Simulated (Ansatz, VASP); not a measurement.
**Two plane-wave programs on NaH**

File INCAR:

```
PREC = Accurate
ENCUT = 520
EDIFF = 1E-7
ISMEAR = 0
SIGMA = 0.02
LREAL = F
LASPH = T
NELM = 100
ALGO = Normal
ISIF = 2
LWAVE = F
LCHARG = F
GGA = PE
NBANDS = 11
```

Contents of KPOINTS:

```
Automatic mesh
0
Gamma
  8 8 8
```

Contents of POSCAR:

```
NaH
1.0
    0.0000000000      2.4157897303      2.4157897303
    2.4157897303      0.0000000000      2.4157897303
    2.4157897303      2.4157897303      0.0000000000
Na H
1 1
Direct
    0.5000000000      0.5000000000      0.5000000000
    0.0000000000      0.0000000000      0.0000000000
```

Input for Ansatz:

```yaml
crystal:
  lattice:
    - [0.0, 2.4157897303, 2.4157897303]
    - [2.4157897303, 0.0, 2.4157897303]
    - [2.4157897303, 2.4157897303, 0.0]
  atoms:
    - { symbol: Na, position: [0.5, 0.5, 0.5] }
    - { symbol: H, position: [0.0, 0.0, 0.0] }
basis:
  ecutwfc: 420
kpoints:
  mp_grid: { grid: [8, 8, 8] }
  band_path: { path: [VBM, CBM], npoints: 2 }
hamiltonian:
  xc: pbe
scf:
  occupations: { method: gaussian, width: 0.02 }
output:
  forces: false
  stress: false
  eigenvalues: true
checkpoint:
  read: start.run
  write: ck
  compress: false
  write_wavefunctions: false
  write_every: 100000
```

Alike in both runs: task single point; functional PBE; k mesh 8 × 8 × 8; occupations gaussian, width 0.02 eV; no spin polarisation.

```csv
,VASP,Ansatz
version,VASP 6.6.1,Ansatz 0.2.0
potentials or method,"VASP PAW PBE potentials, release 64 (Na_pv, H), cutoff 520 eV","scalar-relativistic, plane waves, PAW"
valence electrons in the cell,8,10
```

|  | VASP | Ansatz | Ansatz less VASP |
| --- | --- | --- | --- |
| gap on the k mesh at the Fermi level (eV) | 3.76 | 3.76 | +0.002 |
| least direct gap on the mesh (eV) | 4.62 | 4.62 | +0.005 |

VASP's potentials hold 8 valence electrons a cell and Ansatz's 10, so a difference there can come from the potentials and not from the codes.
